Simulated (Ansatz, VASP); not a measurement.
W in VASP and in Ansatz

Contents of INCAR:

```
SYSTEM = W
PREC = Accurate
ENCUT = 520
EDIFF = 1E-6
ISMEAR = 1
SIGMA = 0.3
LREAL = .False.
LASPH = .True.
NELM = 100
ALGO = Normal
ISIF = 2
LWAVE = .False.
LCHARG = .False.
GGA = PE
NBANDS = 13
```

The input KPOINTS:

```
Automatic mesh
0
Gamma
  14 14 14
  0 0 0
```

Contents of POSCAR:

```
W
1.0
   -1.5921723362      1.5921723362      1.5921723362
    1.5921723362     -1.5921723362      1.5921723362
    1.5921723362      1.5921723362     -1.5921723362
W
1
Direct
    0.0000000000      0.0000000000      0.0000000000
```

Input for Ansatz:

```yaml
crystal:
  lattice:
    - [-1.5921723362, 1.5921723362, 1.5921723362]
    - [1.5921723362, -1.5921723362, 1.5921723362]
    - [1.5921723362, 1.5921723362, -1.5921723362]
  atoms:
    - { symbol: W, position: [0.0, 0.0, 0.0] }
hamiltonian:
  xc: pbe
  pseudopotentials:
    kind: paw
    azcp:
      W: "pseudopotentials/W.paw.azcp"
basis:
  ecutwfc: 420
  fft_grid_basis: typed
kpoints:
  mp_grid: { grid: [14, 14, 14], shift: [0, 0, 0] }
magnetization:
  spin_polarized: false
scf:
  occupations: { method: cold, width: 0.3 }
  lower_state_search: "off"
output:
  stress: true
```

Alike in both runs: task single point; functional PBE; k mesh 14 × 14 × 14; no spin polarisation.

|  | VASP | Ansatz |
| --- | --- | --- |
| version | VASP 6.6.1 | Ansatz 0.2.0 |
| potentials or method | VASP PAW PBE potentials, release 64 (W_sv), cutoff 520 eV | plane waves (420 eV) with PAW, scalar-relativistic |
| occupations | methfessel-paxton of order 1, width 0.3 eV | cold, width 0.3 eV |
| valence electrons in the cell | 14 | 14 |

Ansatz gave:

- pressure (GPa): -0.1

Q: Estimate VASP's values.

A: Pressure (GPa): 0.5.

Neither program's run includes spin-orbit coupling.
